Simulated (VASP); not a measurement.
Crystal: CuO.

```
Cu O
1.0
     2.87950    0.00000    0.00000
     0.03907    2.87928    0.00000
     0.01750    0.01724    5.17634
Cu O
2 2
Direct
  0.00000 0.50000 0.00000
  0.50000 0.00000 0.50000
  0.99842 0.00167 0.74989
  0.00158 0.99833 0.25011
```

Base run:

* Program: VASP 6.6.1
* Functional: RPBE
* Potentials or basis: VASP PAW PBE potentials, release 64 (Cu, O)
* Cutoff: 520 eV
* k mesh: 9 × 9 × 5
* Occupations: fermi-dirac, width 0.05 eV
* Spin: no spin polarisation

Its results: band gap on the k mesh zero (band 17 reaches 6.11 eV, above the bottom of band 18 at 5.18 eV); pressure 11.9 GPa; largest force 0.011 eV/Å.

Task: The run is repeated on the same cell with these changes: functional from RPBE to PBEsol. What comes out?

Result: Band gap on the k mesh zero (band 17 reaches 5.76 eV, above the bottom of band 18 at 4.81 eV); pressure -1.3 GPa; largest force 0.012 eV/Å.

PBEsol binds more tightly than RPBE, so the same cell stands under less pressure.

Caveats: the PAW data sets were made with another functional, which shifts forces and pressure a little; semilocal functionals often make such compounds metallic where correlation or magnetic order opens a gap, which also shifts bond lengths.
